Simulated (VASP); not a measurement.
Write the native input for VASP 6.6.1 that does the following.

| Property | Result |
| --- | --- |
| Task | single point |
| Functional | PBEsol |
| Potentials or basis | VASP PAW PBE potentials, release 64 (Na_pv, I) |
| Cutoff | 520 eV |
| k mesh | 4 × 4 × 4 |
| Occupations | gaussian, width 0.01 eV |
| Spin | no spin polarisation |
| Dipole correction | no |
| Further INCAR settings | ALGO = Normal; EDIFF = 1e-06; NBANDS = 14 |

The structure of NaI lies in POSCAR:

```
NaI
1.0
    0.0000000000      3.2364000000      3.2364000000
    3.2364000000      0.0000000000      3.2364000000
    3.2364000000      3.2364000000      0.0000000000
Na I
1 1
Direct
    0.0000000000      0.0000000000      0.0000000000
    0.5100000000      0.5000000000      0.5000000000
```

These files were run (other wordings do the same):

INCAR

```
ALGO     = Normal         # electronic algorithm
EDIFF    = 1E-6           # SCF threshold, eV
ENCUT    = 520            # plane-wave cutoff, eV
GGA      = PS             # functional
ISIF     = 2              # what is computed and relaxed
ISMEAR   = 0              # smearing method
LASPH    = True           # aspherical terms in the spheres
LCHARG   = False          # write CHGCAR
LREAL    = False          # projectors in reciprocal space
LWAVE    = False          # write WAVECAR
NBANDS   = 14             # bands
NELM     = 60             # most SCF steps
PREC     = Accurate       # precision mode
SIGMA    = 0.01           # smearing width, eV
```

KPOINTS

```
k-points
0
Gamma
  4 4 4
```

Potentials or basis: VASP PAW PBE potentials, release 64 (Na_pv, I).

The run is started by

```bash
$ cat potpaw_PBE.64/Na_pv/POTCAR potpaw_PBE.64/I/POTCAR > POTCAR
$ mpirun -np 1 vasp_std > vasp.out
```

It gave:

The pressure is -0.4 GPa and the largest force is 0.039 eV/Å. The band gap on the k mesh is 3.50 eV, direct.

Caveat: the k points lie up to 0.42 Å⁻¹ apart; the PAW data sets were made with another functional, which shifts forces and pressure a little; spin-orbit coupling is left out, which moves the levels of the heavy elements.

Wall time 6.1 s on 1 thread of Intel(R) Xeon(R) 6975P-C (Granite Rapids), on a shared host, peak memory 0.21 GiB.
